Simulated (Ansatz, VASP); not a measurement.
Te: VASP beside Ansatz

```xyz
1
Lattice="2.2756 1.3138 1.8017 -2.2756 1.3138 1.8017 0.0000 -2.6276 1.8017" Properties=species:S:1:pos:R:3 pbc="T T T"
Te    0.0000    0.0000    2.7025
```

Alike in both runs: functional r2SCAN; k mesh 15 × 15 × 15; occupations gaussian, width 0.1 eV; no spin polarisation.

Ansatz relaxed the structure, and its values are those at the end. VASP's run is a single point on that final structure, the one shown.

|  | VASP | Ansatz |
| --- | --- | --- |
| version | VASP 6.6.1 | Ansatz 0.2.0 |
| potentials or method | VASP PAW PBE potentials, release 64 (Te), cutoff 520 eV | scalar-relativistic, plane waves, PAW |
| valence electrons in the cell | 6 | 16 |

```csv
,VASP,Ansatz,Ansatz less VASP
gap on the k mesh at the Fermi level (eV),none,none,-
pressure (GPa),0.0,0.0,+0.04
```

VASP's potentials were made for PBE, not for r2SCAN. A gap of «none» marks a metal or a gap that the smearing closes. The functional is the same, so the differences come from potentials, cutoffs and numerics. VASP's potentials hold 6 valence electrons a cell and Ansatz's 16, so a difference there can come from the potentials and not from the codes.

Neither program's run includes spin-orbit coupling.
